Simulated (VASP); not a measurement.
Sb2As3: single point with PBE

Sb2As3:

```xyz
5
Lattice="2.0423 1.1791 8.3062 -2.0423 1.1791 8.3062 0.0000 -2.3582 8.3062" Properties=species:S:1:pos:R:3 pbc="T T T"
Sb    0.0000    0.0000   10.0281
Sb    0.0000    0.0000   14.8904
As    0.0000    0.0000    0.0000
As    0.0000    0.0000    4.9236
As    0.0000    0.0000   19.9949
```

```yaml
Program: VASP 6.6.1
Task: single point
Functional: PBE
Potentials_or_basis: VASP PAW PBE potentials, release 64 (Sb, As)
Cutoff: 520 eV
k_mesh: 12 × 12 × 12
Occupations: gaussian, width 0.1 eV
Spin: no spin polarisation
Dipole_correction: no
Further_INCAR_settings: ALGO = Normal; EDIFF = 1e-06; NBANDS = 20
```

```
Pressure               : 0.0 GPa
Largest force          : 0.005 eV/Å
Band gap on the k mesh : zero (an odd number of electrons rules out a gap without spin polarisation)
```

Forces in eV/Å, atoms in the order of the input:
```
Sb   0.000  0.000 -0.005
Sb   0.000  0.000  0.005
As   0.000  0.000  0.000
As   0.000  0.000 -0.003
As   0.000  0.000  0.003
```

Levels at points of the mesh, in eV from the Fermi level:
```csv
k point,band 9,band 10,band 11,band 12,band 13,band 14,band 15,band 16,band 17,band 18
"(0.00, 0.00, 0.00)",-1.53,-1.18,-0.70,-0.15,-0.15,0.50,0.50,0.61,1.15,3.68
"(0.50, 0.00, 0.00)",-3.14,-2.94,-2.20,-2.07,0.47,1.12,1.29,1.46,3.93,4.01
"(0.50, 0.50, 0.00)",-3.83,-1.92,-1.54,-1.32,-1.21,1.72,1.89,2.47,3.78,3.86
"(0.50, 0.50, 0.50)",-1.28,-1.28,-0.92,-0.92,-0.44,0.06,2.15,2.15,2.19,2.19
```

Wall time 14 min on 1 thread of AMD EPYC 9R45 96-Core Processor (Zen 5), with other jobs on the host, peak memory 0.8 GiB.

Caveat: spin-orbit coupling is left out, which moves the levels of the heavy elements; an odd number of electrons without spin polarisation forces a metal; a magnetic or distorted state may lie lower.
